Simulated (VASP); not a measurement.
# Te2Mo (R-3m) in VASP: a series of runs, part 2 of 2

VASP 6.6.1. The steps go on from the part before.

## Step 4: Single point, PBE

This run uses another cell than the first one, of 25.02 Å³/atom.

Contents of INCAR:

```
SYSTEM = Te2Mo
ALGO     = Normal         ! electronic algorithm
EDIFF    = 1E-6           ! SCF threshold, eV
ENCUT    = 520            ! plane-wave cutoff, eV
GGA      = PE             ! functional
ISIF     = 2              ! what is computed and relaxed
ISMEAR   = -1             ! smearing method
LASPH    = .True.         ! aspherical terms in the spheres
LCHARG   = .False.        ! write CHGCAR
LREAL    = .False.        ! projectors in reciprocal space
LWAVE    = .False.        ! write WAVECAR
NBANDS   = 20             ! bands
NELM     = 80             ! most SCF steps
PREC     = Accurate       ! precision mode
SIGMA    = 0.02           ! smearing width, eV
```

Contents of KPOINTS:

```
k-points
0
Gamma
  8 8 8
  0 0 0
```

Contents of POSCAR:

```
Te2Mo
1.0
    1.7509539876      1.0109137561      7.0687660182
   -1.7509539876      1.0109137561      7.0687660182
    0.0000000000     -2.0218275121      7.0687660182
Mo Te
1 2
Direct
    0.0000000000      0.0000000000      0.0000000000
    0.2465646676      0.2465646676      0.2465646676
    0.7534353324      0.7534353324      0.7534353324
```

Potentials or basis: VASP PAW PBE potentials, release 64 (Mo_sv, Te).

Run with:

```sh
cat potpaw_PBE.64/Mo_sv/POTCAR potpaw_PBE.64/Te/POTCAR > POTCAR
mpirun -np 1 vasp_std > vasp.out
```

OUTCAR:

```text
SYSTEM = Te2Mo
   EDIFF = 1E-6
   ENCUT = 520
   GGA = PE
   ISIF = 2
   ISMEAR = -1
   LASPH = .True.
   LREAL = .False.
   NELM = 80
   PREC = Accurate

 ion  position               nearest neighbor table
   1  0.000  0.000  0.000-   3 2.73   2 2.73   3 2.73   3 2.73   2 2.73   2 2.73
   2  0.247  0.247  0.247-   1 2.73   1 2.73   1 2.73
   3  0.753  0.753  0.753-   1 2.73   1 2.73   1 2.73

  LATTYP: Found a trigonal (rhomboedric) cell.
 ALAT       =     7.3522268402
 COS(alpha) =     0.8865664126

  Lattice vectors:

 A1 = (   1.7509539876,   1.0109137561,   7.0687660182)
 A2 = (  -1.7509539876,   1.0109137561,   7.0687660182)
 A3 = (   0.0000000000,  -2.0218275121,   7.0687660182)

Analysis of symmetry for initial positions (statically):
=====================================================================
 Subroutine PRICEL returns:
 Original cell was already a primitive cell.

 Routine SETGRP: Setting up the symmetry group for a
 trigonal (rhombohedral) supercell.

[... 163 lines left out ...]
  free energy    TOTEN  =       -17.52597027 eV

  energy without entropy =      -17.52461324  energy(sigma->0) =      -17.52529175

 E-fermi :   8.5489     XC(G=0): -10.4590

 val. band max:        8.5406858140   @ k =  -0.1250   0.5000   0.1250
 cond. band min:       8.5743906282   @ k =   0.5000   0.3750   0.1250
 fundamental gap:      0.0337048142
 Fermi energy:         8.5488863211

 k-point     1 :       0.0000    0.0000    0.0000
  band No.  band energies     occupation
      1     -52.7126      2.00000
      2     -26.8296      2.00000
      3     -26.7711      2.00000
      4     -26.7711      2.00000
      5      -4.8814      2.00000
      6      -3.6649      2.00000
[... 541 lines left out ...]
     19      15.0404      0.00000
     20      15.9191      0.00000

 [... further k-points ...]

------------------------ aborting loop because EDIFF is reached ----------------------------------------

  FORCE on cell =-STRESS in cart. coord.  units (eV):
  Direction    XX          YY          ZZ          XY          YZ          ZX
  --------------------------------------------------------------------------------------
  -------------------------------------------------------------------------------------
  Total        0.6050235      0.6050235      1.3669340      0.0000000      0.0000000      0.0000000
  in kB       12.9121661     12.9121661     29.1725535      0.0000000      0.0000000      0.0000000
  external PRESSURE =      18.3322952 kB  Pullay stress =       0.0000000 kB

 VOLUME and BASIS-vectors are now :
 -----------------------------------------------------------------------------
  energy-cutoff  :      520.00
  volume of cell :       75.07
      direct lattice vectors                 reciprocal lattice vectors
     1.750953988  1.010913756  7.068766018     0.285558617  0.164867345  0.047155802
    -1.750953988  1.010913756  7.068766018    -0.285558617  0.164867345  0.047155802
     0.000000000 -2.021827512  7.068766018     0.000000000 -0.329734689  0.047155802

 POSITION                                       TOTAL-FORCE (eV/Angst)
 -----------------------------------------------------------------------------------
      0.00000      0.00000      0.00000         0.000000     -0.000000     -0.000000
      0.00000      0.00000      5.22872         0.000000     -0.000000     -0.259364
      0.00000      0.00000     15.97757         0.000000      0.000000      0.259364
 -----------------------------------------------------------------------------------
    total drift:                               -0.000000     -0.000000     -0.000000

  FREE ENERGIE OF THE ION-ELECTRON SYSTEM (eV)
  ---------------------------------------------------
  free  energy   TOTEN  =       -17.5259702670 eV

  energy  without entropy=      -17.5246132427  energy(sigma->0) =      -17.52529175
```

OSZICAR:

```text
N       E                     dE             d eps       ncg     rms          rms(c)
DAV:   1     0.163582312895E+03    0.16358E+03   -0.12250E+04  2704   0.117E+03
DAV:   2    -0.116273000235E+02   -0.17521E+03   -0.17055E+03  3216   0.281E+02
DAV:   3    -0.180527810745E+02   -0.64255E+01   -0.63458E+01  3244   0.485E+01
DAV:   4    -0.181426903334E+02   -0.89909E-01   -0.89833E-01  3308   0.587E+00
DAV:   5    -0.181439504690E+02   -0.12601E-02   -0.12601E-02  3068   0.648E-01    0.149E+01
DAV:   6    -0.177847964651E+02    0.35915E+00   -0.44347E+00  2700   0.114E+01    0.634E+00
DAV:   7    -0.176635636227E+02    0.12123E+00   -0.32837E+00  2776   0.799E+00    0.406E+00
DAV:   8    -0.175257426152E+02    0.13782E+00   -0.67333E-01  2824   0.415E+00    0.131E+00
DAV:   9    -0.175270785707E+02   -0.13360E-02   -0.35387E-02  3020   0.103E+00    0.485E-01
DAV:  10    -0.175259892603E+02    0.10893E-02   -0.88001E-03  2860   0.616E-01    0.153E-01
DAV:  11    -0.175260045745E+02   -0.15314E-04   -0.30031E-04  3048   0.107E-01    0.624E-02
DAV:  12    -0.175259692341E+02    0.35340E-04   -0.51880E-05  2880   0.496E-02    0.411E-02
DAV:  13    -0.175259702909E+02   -0.10568E-05   -0.15040E-05  2936   0.238E-02    0.781E-03
DAV:  14    -0.175259702670E+02    0.23921E-07   -0.92298E-07  1688   0.606E-03
   1 F= -.17525970E+02 E0= -.17525292E+02  d E =-.135702E-02
```

stdout:

```text
POSCAR found type information on POSCAR MoTe
 POSCAR found :  2 types and       3 ions
 scaLAPACK will be used
 LDA part: xc-table for (Slater+PW92), standard interpolation
 POSCAR, INCAR and KPOINTS ok, starting setup
 FFT: planning ... GRIDC
 FFT: planning ... GRID_SOFT
 FFT: planning ... GRID
 WAVECAR not read
 entering main loop
```

Run time: 3.9 min. Hardware: 1 thread of Intel Xeon Platinum 8488C (Sapphire Rapids), shared host; peak memory 0.46 GiB.

What came out:

* Free energy: -17.5260 eV
* Pressure: 1.8 GPa
* Largest force: 0.259 eV/Å
* Band gap on the k mesh: 0.03 eV (least direct gap 0.12 eV)

Forces in eV/Å, atoms in the order of the input:
```
Mo   0.000  0.000  0.000
Te   0.000  0.000 -0.259
Te   0.000  0.000  0.259
```

Levels at points of the mesh, in eV from the valence-band top:
| k point | band 10 | band 11 | band 12 | band 13 | band 14 | band 15 | band 16 | band 17 |
| --- | --- | --- | --- | --- | --- | --- | --- | --- |
| (0.00, 0.00, 0.00) | -1.56 | -1.10 | -0.72 | -0.72 | 1.54 | 1.54 | 3.55 | 3.55 |
| (0.50, 0.00, 0.00) | -2.90 | -2.28 | -1.76 | -0.46 | 0.75 | 1.27 | 2.64 | 2.74 |
| (0.50, 0.50, 0.00) | -2.81 | -2.39 | -1.96 | -0.80 | 0.75 | 1.01 | 3.24 | 3.35 |
| (0.50, 0.50, 0.50) | -2.44 | -0.71 | -0.71 | -0.52 | 1.35 | 1.35 | 3.77 | 3.77 |

Caveat: spin-orbit coupling is left out, which moves the levels of the heavy elements.

## Step 5: Single point, LDA

This run uses another cell than the first one, of 25.02 Å³/atom.

Contents of INCAR:

```
PREC = Accurate
ENCUT = 520
EDIFF = 1E-7
ISMEAR = -1
SIGMA = 0.02
LREAL = False
LASPH = True
NELM = 60
ALGO = Normal
ISIF = 2
LWAVE = False
LCHARG = False
GGA = CA
NBANDS = 20
```

Contents of KPOINTS:

```
regular mesh
0
Gamma
  8 8 8
```

POSCAR is that of step 4.

Potentials or basis: VASP PAW LDA potentials, release 64 (Mo_sv, Te).

Run with:

```sh
cat potpaw_LDA.64/Mo_sv/POTCAR potpaw_LDA.64/Te/POTCAR > POTCAR
mpirun -np 1 vasp_std > vasp.out
```

Run time: 3.8 min. Hardware: 1 thread of Intel Xeon Platinum 8488C (Sapphire Rapids), shared host; peak memory 0.37 GiB.

The run converged. Its results:

| Item | Value |
| --- | --- |
| Free energy | -20.1237 eV |
| Pressure | -3.8 GPa |
| Largest force | 0.161 eV/Å |
| Band gap on the k mesh | 0.02 eV (least direct gap 0.13 eV) |

Forces on the atoms (eV/Å):
```
Mo   0.000  0.000  0.000
Te   0.000  0.000  0.161
Te   0.000  0.000 -0.161
```

Stress tensor (GPa, compression positive):
```
-4.15  0.00  0.00
 0.00 -4.15  0.00
 0.00  0.00 -3.13
```

Levels at points of the mesh, in eV from the valence-band top:
```csv
k point,band 9,band 10,band 11,band 12,band 13,band 14,band 15,band 16,band 17,band 18
"(0.00, 0.00, 0.00)",-2.46,-1.56,-1.07,-0.70,-0.70,1.53,1.53,3.54,3.54,5.46
"(0.50, 0.00, 0.00)",-4.14,-2.89,-2.24,-1.74,-0.45,0.75,1.26,2.62,2.75,4.73
"(0.50, 0.50, 0.00)",-3.48,-2.80,-2.36,-1.94,-0.78,0.75,1.00,3.21,3.36,3.77
"(0.50, 0.50, 0.50)",-2.44,-2.44,-0.70,-0.70,-0.51,1.35,1.35,3.76,3.76,5.99
```

Caveat: the cell stands under tension; spin-orbit coupling is left out, which moves the levels of the heavy elements.

## Step 6: Overview

| level | potentials or basis | cell | k mesh | gap on the mesh (eV) | pressure (GPa) | largest force (eV/Å) |
| --- | --- | --- | --- | --- | --- | --- |
| PBE+D3(BJ) | VASP PAW PBE potentials, release 64 (Mo_sv, Te) | a = 7.149 Å, angles 27.9°, 3 atoms, atomic positions A | 6 × 6 × 6 | 0.09 | 0.0 | 0.01 |
| PBE+D4 | VASP PAW PBE potentials, release 64 (Mo_sv, Te) | a = 7.143 Å, angles 28.0°, 3 atoms, atomic positions A | 8 × 8 × 8 | none | 0.0 | 0.01 |
| PBE | VASP PAW PBE potentials, release 64 (Mo_sv, Te) | a = 7.352 Å, angles 27.6°, 3 atoms, atomic positions B | 8 × 8 × 8 | 0.03 | 1.8 | 0.26 |
| LDA | VASP PAW LDA potentials, release 64 (Mo_sv, Te) | a = 7.352 Å, angles 27.6°, 3 atoms, atomic positions B | 8 × 8 × 8 | 0.02 | -3.8 | 0.16 |

Alike in all rows: task single point; no spin polarisation; cutoff (eV) 520; smearing fermi-dirac 0.02 eV.

Caveats: spin-orbit coupling is left out, which moves the levels of the heavy elements; the cell stands under tension (at least some runs).

Total energies depend on the potentials used, so only differences within one code and one set of settings carry meaning.
